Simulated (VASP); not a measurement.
SrY4, 20 atoms in the cell. The cell holds a disordered packing, 20 atoms: a = 8.885 Å, b = 9.605 Å, c = 8.895 Å, α = 86.75°, β = 90.58°, γ = 88.76°. 

| Item | Value |
| --- | --- |
| Program | VASP 6.6.1 |
| Task | single point |
| Functional | PBE |
| Potentials or basis | VASP PAW PBE potentials, release 64 (Y_sv, Sr_sv) |
| Cutoff | 520 eV |
| k mesh | 1 × 1 × 1, shifted |
| Occupations | fermi-dirac, width 0.0827 eV |
| Spin | no spin polarisation |
| Dipole correction | no |
| Further INCAR settings | LREAL = Auto; ALGO = Normal; EDIFF = 1e-06; NBANDS = 124; ISYM = 0 |

Potentials or basis: VASP PAW PBE potentials, release 64 (Y_sv, Sr_sv).

Launch:

```console
$ cat potpaw_PBE.64/Y_sv/POTCAR potpaw_PBE.64/Sr_sv/POTCAR > POTCAR
$ mpirun -np 1 vasp_std > vasp.out
```

Hardware: 1 thread of Intel Xeon 8259CL, on a shared host.

Problem. Estimate the wall time of this run.

Solution. It took 8.9 min on 1 thread of Intel Xeon 8259CL, with other jobs on the host, peak memory 0.73 GiB. Counts: scf iterations 18, k points 1.
